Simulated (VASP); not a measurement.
# SrO (Fm-3m) in VASP: further runs, part 2 of 2

VASP 6.6.1. Earlier steps stand in the parts before.

**4. Single point, PBE**

This run uses another cell than the first one, of 17.52 Å³/atom, 1.043 times its volume.

INCAR reads:

```
SYSTEM = SrO
ALGO = Normal ; EDIFF = 1E-7
ENCUT = 520 ; GGA = PE
ISIF = 2 ; ISMEAR = -1
LASPH = .TRUE. ; LCHARG = .FALSE.
LREAL = .FALSE. ; LWAVE = .FALSE.
NBANDS = 15 ; NELM = 80
PREC = Accurate ; SIGMA = 0.02
```

KPOINTS reads:

```
k-points
0
G
  8 8 8
  0 0 0
```

POSCAR reads:

```
SrO
1.0
    0.0000000000      2.5972737626      2.5972737626
    2.5972737626      0.0000000000      2.5972737626
    2.5972737626      2.5972737626      0.0000000000
Sr O
1 1
Direct
    0.0000000000      0.0000000000      0.0000000000
    0.5000000000      0.5000000000      0.5000000000
```

Potentials or basis: VASP PAW PBE potentials, release 64 (Sr_sv, O).

On the command line:

```console
cat potpaw_PBE.64/Sr_sv/POTCAR potpaw_PBE.64/O/POTCAR > POTCAR
mpirun -np 1 vasp_std > vasp.out
```

OUTCAR:

```text
SYSTEM = SrO
   EDIFF = 1E-7
   ENCUT = 520
   GGA = PE
   ISIF = 2
   ISMEAR = -1
   LASPH = .TRUE.
   LREAL = .FALSE.
   NELM = 80
   PREC = Accurate

 ion  position               nearest neighbor table
   1  0.000  0.000  0.000-   2 2.60   2 2.60   2 2.60   2 2.60   2 2.60   2 2.60
   2  0.500  0.500  0.500-   1 2.60   1 2.60   1 2.60   1 2.60   1 2.60   1 2.60

  LATTYP: Found a face centered cubic cell.
 ALAT       =     5.1945475252

  Lattice vectors:

 A1 = (   0.0000000000,   2.5972737626,   2.5972737626)
 A2 = (   2.5972737626,   0.0000000000,   2.5972737626)
 A3 = (   2.5972737626,   2.5972737626,   0.0000000000)

Analysis of symmetry for initial positions (statically):
=====================================================================
 Subroutine PRICEL returns:
 Original cell was already a primitive cell.

 Routine SETGRP: Setting up the symmetry group for a
 face centered cubic supercell.

 Subroutine GETGRP returns: Found 48 space group operations
 (whereof 48 operations were pure point group operations)
 out of a pool of 48 trial point group operations.

The static configuration has the point symmetry O_h .

Analysis of symmetry for dynamics (positions and initial velocities):
=====================================================================
 Subroutine PRICEL returns:
 Original cell was already a primitive cell.

 Routine SETGRP: Setting up the symmetry group for a
 face centered cubic supercell.

 Subroutine GETGRP returns: Found 48 space group operations
 (whereof 48 operations were pure point group operations)
 out of a pool of 48 trial point group operations.

The dynamic configuration has the point symmetry O_h .

 Subroutine INISYM returns: Found 48 space group operations
 (whereof 48 operations are pure point group operations),
 and found     1 'primitive' translations

----------------------------------------------------------------------------------------

                                     Primitive cell

  volume of cell :      35.0415

  direct lattice vectors                    reciprocal lattice vectors
     0.000000000  2.597273763  2.597273763    -0.192509549  0.192509549  0.192509549
     2.597273763  0.000000000  2.597273763     0.192509549 -0.192509549  0.192509549
     2.597273763  2.597273763  0.000000000     0.192509549  0.192509549 -0.192509549

  length of vectors
     3.673099780  3.673099780  3.673099780     0.333436319  0.333436319  0.333436319

  position of ions in fractional coordinates (direct lattice)
     0.000000000  0.000000000  0.000000000
     0.500000000  0.500000000  0.500000000

  ion indices of the primitive-cell ions
   primitive index   ion index
                 1           1
                 2           2

----------------------------------------------------------------------------------------

 KPOINTS: k-points

Automatic generation of k-mesh.
 Grid dimensions read from file:
 generate k-points for:    8    8    8

 Generating k-lattice:

  Cartesian coordinates                     Fractional coordinates (reciprocal lattice)
    -0.024063694  0.024063694  0.024063694     0.125000000  0.000000000  0.000000000
     0.024063694 -0.024063694  0.024063694     0.000000000  0.125000000  0.000000000
     0.024063694  0.024063694 -0.024063694     0.000000000  0.000000000  0.125000000

  Length of vectors
     0.041679540  0.041679540  0.041679540

  Shift w.r.t. Gamma in fractional coordinates (k-lattice)
     0.000000000  0.000000000  0.000000000

 Subroutine IBZKPT returns following result:
 ===========================================

 Found     29 irreducible k-points:

 Following reciprocal coordinates:
            Coordinates               Weight
  0.000000  0.000000  0.000000      1.000000
  0.125000  0.000000  0.000000      8.000000
  0.250000  0.000000  0.000000      8.000000
  0.375000  0.000000  0.000000      8.000000
  0.500000  0.000000  0.000000      4.000000
  0.125000  0.125000  0.000000      6.000000
[... 16 lines left out ...]
  0.500000  0.250000  0.125000     48.000000
 -0.375000  0.250000  0.125000     24.000000
 [... further k-points ...]
   k-points           NKPTS =     29   k-points in BZ     NKDIM =     29   number of bands    NBANDS=     15
   number of dos      NEDOS =    301   number of ions     NIONS =      2
   total plane-waves  NPLWV =  21952
   dimension x,y,z NGX =    28 NGY =   28 NGZ =   28
   dimension x,y,z NGXF=    56 NGYF=   56 NGZF=   56
   ions per type =               1   1
   NGX,Y,Z   is equivalent  to a cutoff of  12.67, 12.67, 12.67 a.u.
   NGXF,Y,Z  is equivalent  to a cutoff of  25.35, 25.35, 25.35 a.u.
 SYSTEM =  SrO
   PREC   = accura    normal or accurate (medium, high low for compatibility)
   ISTART =      0    job   : 0-new  1-cont  2-samecut
   ICHARG =      2    charge: 1-file 2-atom 10-const
   ISPIN  =      1    spin polarized calculation?
   LNONCOLLINEAR =      F non collinear calculations
   LSORBIT =      F    spin-orbit coupling
   LASPH  =      T    aspherical Exc in radial PAW
   ENCUT  =  520.0 eV  38.22 Ry    6.18 a.u.   6.83  6.83  6.83*2*pi/ulx,y,z
   NELM   =     80;   NELMIN=  2; NELMDL= -5     # of ELM steps
   EDIFF  = 0.1E-06   stopping-criterion for ELM
   LREAL  =      F    real-space projection
   EDIFFG = 0.1E-05   stopping-criterion for IOM
   NSW    =      0    number of steps for IOM
   IBRION =     -1    ionic relax: 0-MD 1-quasi-New 2-CG
   NFREE  =      0    steps in history (QN), initial steepest desc. (CG)
   ISIF   =      2    stress and relaxation
   ISYM   =      2    0-nonsym 1-usesym 2-fastsym
   POTIM  = 0.5000    time-step for ionic-motion
   TEBEG  =    0.0;   TEEND  =   0.0 temperature during run
   PSTRESS=    0.0 pullay stress
   NELECT =      16.0000    total number of electrons
   NUPDOWN=      -1.0000    fix difference up-down
   EMIN   =  10.00;   EMAX   =-10.00  energy-range for DOS
   EFERMI =   0.00;   METHOD = LEGACY
   ISMEAR =    -1;   SIGMA  =   0.02  broadening in eV -4-tet -1-fermi 0-gaus
   EFERMI_NEDOS =   21; number of points for ismear=-14 and -15
   IALGO  =     38    algorithm
   IMIX   =      4    mixing-type and parameters
     AMIX     =   0.40;   BMIX     =  1.00
     AMIX_MAG =   1.60;   BMIX_MAG =  1.00
  volume/ion in A,a.u.               =      17.52       118.24
  Fermi-wavevector in a.u.,A,eV,Ry     =   1.260628  2.382242 21.622162  1.589184
  Thomas-Fermi vector in A             =   2.394128
   LORBIT       =      0    0 simple, 1 ext, 2 COOP (PROOUT), +10 PAW based schemes
   GGA     = PE    functional components
[... 5 lines left out ...]
 non-spin polarized calculation
  energy-cutoff  :      520.00
  volume of cell :       35.04
 maximum number of plane-waves:       960
   NGX = 13   NGY = 13   NGZ = 13

 number of electron      16.0000000 magnetization

 Free energy of the ion-electron system (eV)
  ---------------------------------------------------
  ext. energy  EPLUGINS =         0.00000000
  ---------------------------------------------------
  free energy    TOTEN  =       -12.05462895 eV

  energy without entropy =      -12.05462895  energy(sigma->0) =      -12.05462895

 E-fermi :   2.0580     XC(G=0):  -9.8831

 val. band max:        1.5219960336   @ k =   0.0000   0.0000   0.0000
 cond. band min:       4.8021091786   @ k =   0.5000   0.5000   0.0000
 fundamental gap:      3.2801131450
 Fermi energy:         2.0580186224

 k-point     1 :       0.0000    0.0000    0.0000
  band No.  band energies     occupation
      1     -30.9760      2.00000
      2     -13.5298      2.00000
      3     -12.6440      2.00000
      4     -12.6440      2.00000
      5     -12.6440      2.00000
      6       1.5220      2.00000
      7       1.5220      2.00000
      8       1.5220      2.00000
      9       5.2906      0.00000
     10       7.6641      0.00000
     11       7.6641      0.00000
     12       7.6641      0.00000
     13       9.7634      0.00000
     14       9.7634      0.00000
     15      14.0829      0.00000
[... 397 lines left out ...]
 k-point    24 :      -0.3750    0.2500    0.1250
  band No.  band energies     occupation
      1     -30.8372      2.00000
      2     -14.7015      2.00000
      3     -12.9949      2.00000
      4     -12.8503      2.00000
      5     -11.7992      2.00000
      6      -0.0167      2.00000
      7       0.6863      2.00000
      8       0.7500      2.00000
      9       7.7775      0.00000
     10       8.1321      0.00000
     11      10.5744      0.00000
     12      10.8220      0.00000
     13      12.8314      0.00000
     14      14.1297      0.00000
     15      14.4986      0.00000

 [... further k-points ...]

------------------------ aborting loop because EDIFF is reached ----------------------------------------

  FORCE on cell =-STRESS in cart. coord.  units (eV):
  Direction    XX          YY          ZZ          XY          YZ          ZX
  --------------------------------------------------------------------------------------
  -------------------------------------------------------------------------------------
  Total        0.1154342      0.1154342      0.1154342      0.0000000      0.0000000     -0.0000000
  in kB        5.2779077      5.2779077      5.2779077      0.0000000      0.0000000     -0.0000000
  external PRESSURE =       5.2779077 kB  Pullay stress =       0.0000000 kB

 VOLUME and BASIS-vectors are now :
 -----------------------------------------------------------------------------
  energy-cutoff  :      520.00
  volume of cell :       35.04
      direct lattice vectors                 reciprocal lattice vectors
     0.000000000  2.597273763  2.597273763    -0.192509549  0.192509549  0.192509549
     2.597273763  0.000000000  2.597273763     0.192509549 -0.192509549  0.192509549
     2.597273763  2.597273763  0.000000000     0.192509549  0.192509549 -0.192509549

 POSITION                                       TOTAL-FORCE (eV/Angst)
 -----------------------------------------------------------------------------------
      0.00000      0.00000      0.00000         0.000000     -0.000000     -0.000000
      2.59727      2.59727      2.59727         0.000000      0.000000      0.000000
 -----------------------------------------------------------------------------------
    total drift:                                0.000000      0.000000      0.000000

  FREE ENERGIE OF THE ION-ELECTRON SYSTEM (eV)
  ---------------------------------------------------
  free  energy   TOTEN  =       -12.0546289534 eV

  energy  without entropy=      -12.0546289534  energy(sigma->0) =      -12.05462895
```

OSZICAR:

```text
N       E                     dE             d eps       ncg     rms          rms(c)
DAV:   1     0.704301143343E+02    0.70430E+02   -0.85480E+03   870   0.104E+03
DAV:   2    -0.107928870647E+02   -0.81223E+02   -0.74698E+02  1194   0.222E+02
DAV:   3    -0.141635280693E+02   -0.33706E+01   -0.33494E+01  1127   0.415E+01
DAV:   4    -0.142522540016E+02   -0.88726E-01   -0.88720E-01  1113   0.612E+00
DAV:   5    -0.142536182231E+02   -0.13642E-02   -0.13642E-02  1104   0.618E-01    0.156E+01
DAV:   6    -0.122136648080E+02    0.20400E+01   -0.67939E+00   891   0.193E+01    0.183E+01
DAV:   7    -0.120636545804E+02    0.15001E+00   -0.31986E-01  1024   0.496E+00    0.106E+01
DAV:   8    -0.120528269011E+02    0.10828E-01   -0.12175E-01  1087   0.351E+00    0.379E-01
DAV:   9    -0.120539980701E+02   -0.11712E-02   -0.61544E-03  1077   0.499E-01    0.234E-01
DAV:  10    -0.120544521107E+02   -0.45404E-03   -0.44164E-04   989   0.199E-01    0.910E-02
DAV:  11    -0.120546105088E+02   -0.15840E-03   -0.16519E-04   926   0.947E-02    0.279E-02
DAV:  12    -0.120546294430E+02   -0.18934E-04   -0.28456E-05   954   0.388E-02    0.252E-02
DAV:  13    -0.120546292693E+02    0.17369E-06   -0.18135E-06   961   0.118E-02    0.343E-03
DAV:  14    -0.120546289788E+02    0.29055E-06   -0.16579E-07  1142   0.309E-03    0.225E-03
DAV:  15    -0.120546289534E+02    0.25334E-07   -0.99786E-09   512   0.990E-04
   1 F= -.12054629E+02 E0= -.12054629E+02  d E =-.173278E-13
```

stdout:

```text
POSCAR found type information on POSCAR SrO
 POSCAR found :  2 types and       2 ions
 scaLAPACK will be used
 LDA part: xc-table for (Slater+PW92), standard interpolation
 POSCAR, INCAR and KPOINTS ok, starting setup
 FFT: planning ... GRIDC
 FFT: planning ... GRID_SOFT
 FFT: planning ... GRID
 WAVECAR not read
 entering main loop
```

It took 15 s on 1 thread of Intel Xeon 6975P-C, shared host; peak memory 0.16 GiB.

Results:

```yaml
Free_energy: -12.0546 eV
Pressure: 0.5 GPa
Band_gap_on_the_k_mesh: 3.28 eV, indirect (least direct gap 3.39 eV)
```

Levels at points of the mesh, in eV from the valence-band top:
```csv
k point,band 5,band 6,band 7,band 8,band 9,band 10,band 11,band 12
"(0.00, 0.00, 0.00)",-14.17,0.00,0.00,0.00,3.77,6.14,6.14,6.14
"(0.50, 0.00, 0.00)",-12.99,-2.11,-1.08,-1.08,6.42,8.21,8.67,8.67
"(0.50, 0.50, 0.00)",-14.50,-0.48,-0.11,-0.11,3.28,7.57,9.97,10.11
```

A k mesh can miss the band edges. As with any semilocal functional, this PBE gap is likely too small.

**5. Single point, PBE**

This run uses another cell than the first one, of 17.17 Å³/atom, 1.022 times its volume.

INCAR reads:

```
SYSTEM = SrO
ALGO = Normal
EDIFF = 1E-6
ENCUT = 520
GGA = PE
ISIF = 2
ISMEAR = -1
LASPH = .TRUE.
LCHARG = .FALSE.
LREAL = .FALSE.
LWAVE = .FALSE.
NBANDS = 15
NELM = 100
PREC = Accurate
SIGMA = 0.02
```

KPOINTS is that of step 4.

POSCAR reads:

```
SrO
1.0
    0.0000000000      2.5798923523      2.5798923523
    2.5798923523      0.0000000000      2.5798923523
    2.5798923523      2.5798923523      0.0000000000
Sr O
1 1
Direct
    0.0000000000      0.0000000000      0.0000000000
    0.5000000000      0.5000000000      0.5000000000
```

On the command line:

```console
cat potpaw_PBE.64/Sr_sv/POTCAR potpaw_PBE.64/O/POTCAR > POTCAR
mpirun -np 1 vasp_std > vasp.out
```

It took 12 s on 1 thread of Intel Xeon 6975P-C, shared host; peak memory 0.16 GiB.

Results (log left out):

```
Free energy            : -12.0479 eV
Pressure               : 2.4 GPa
Band gap on the k mesh : 3.27 eV, indirect (least direct gap 3.37 eV)
```

Levels at points of the mesh, in eV from the valence-band top:
```csv
k point,band 5,band 6,band 7,band 8,band 9,band 10,band 11,band 12
"(0.00, 0.00, 0.00)",-14.07,0.00,0.00,0.00,3.91,6.19,6.19,6.19
"(0.50, 0.00, 0.00)",-12.89,-2.15,-1.12,-1.12,6.51,8.37,8.79,8.79
"(0.50, 0.50, 0.00)",-14.43,-0.45,-0.09,-0.09,3.27,7.73,10.11,10.29
```

**6. The runs side by side**

```tsv
level	potentials or basis	cell	gap on the mesh (eV)	pressure (GPa)
PBEsol	VASP PAW PBE potentials, release 64 (Sr_sv, O)	a = 3.622 Å, angles 60.0°, 2 atoms	3.15	0.6
LDA	VASP PAW LDA potentials, release 64 (Sr_sv, O)	a = 3.581 Å, angles 60.0°, 2 atoms	3.06	0.8
PBE	VASP PAW PBE potentials, release 64 (Sr_sv, O)	a = 3.673 Å, angles 60.0°, 2 atoms	3.28	0.5
PBE	VASP PAW PBE potentials, release 64 (Sr_sv, O)	a = 3.649 Å, angles 60.0°, 2 atoms	3.27	2.4
```

Alike in all rows: task single point; no spin polarisation; k mesh 8 × 8 × 8; cutoff (eV) 520; smearing fermi-dirac 0.02 eV.

Caveats: the PAW data sets were made with another functional, which shifts forces and pressure a little (some runs).

Absolute energies hang on the potentials; compare differences alone.
